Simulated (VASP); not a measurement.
Set up this calculation in VASP 6.6.1, as the native input.

| Quantity | Value |
| --- | --- |
| Task | single point |
| Functional | PBE |
| Potentials or basis | VASP PAW PBE potentials, release 64 (Fe, Co) |
| Cutoff | 520 eV |
| k mesh | 6 × 6 × 6 |
| Occupations | gaussian, width 0.1 eV |
| Spin | collinear spin, ferromagnetic start |
| Starting moments | [4.0, 3.0, 3.0] μB |
| Dipole correction | no |
| Further INCAR settings | ALGO = Fast; EDIFF = 1e-06; NBANDS = 24 |

The structure of FeCo2 lies in POSCAR:

```
FeCo2
1.0
    0.0000000000      2.6500463686      2.6500463686
    2.6500463686      0.0000000000      2.6500463686
    2.6500463686      2.6500463686      0.0000000000
Fe Co
1 2
Direct
    0.0000000000      0.0000000000      0.0000000000
    0.2500000000      0.2500000000      0.2500000000
    0.7500000000      0.7500000000      0.7500000000
```

The cell was generated, and may not be a known phase.

These files were run (other wordings do the same):

INCAR

```
PREC = Accurate
ENCUT = 520
EDIFF = 1E-6
ISMEAR = 0
SIGMA = 0.1
LREAL = False
LASPH = True
NELM = 150
ALGO = Fast
ISIF = 2
LWAVE = False
LCHARG = True
ISPIN = 2
MAGMOM = 4 3 3
LORBIT = 11
LMAXMIX = 4
GGA = PE
LELF = True
LVHAR = True
NBANDS = 24
```

KPOINTS

```
regular mesh
0
Gamma
  6 6 6
```

Potentials or basis: VASP PAW PBE potentials, release 64 (Fe, Co).

Command:

```bash
$ cat potpaw_PBE.64/Fe/POTCAR potpaw_PBE.64/Co/POTCAR > POTCAR
$ mpirun -np 1 vasp_std > vasp.out
```

It gave:

```yaml
Pressure: 11.4 GPa
Net_moment: 5.79 μB per cell
Site_moments: Fe +2.36; Co +1.69 μB
Valence_electrons_inside_the_program's_atomic_spheres: Fe 7.52; Co 8.25
```

Caveat: the cell stands under pressure.

It took 82 s on 1 thread of Oxide Virtual Turin-like Processor, on a shared host, peak memory 0.15 GiB.
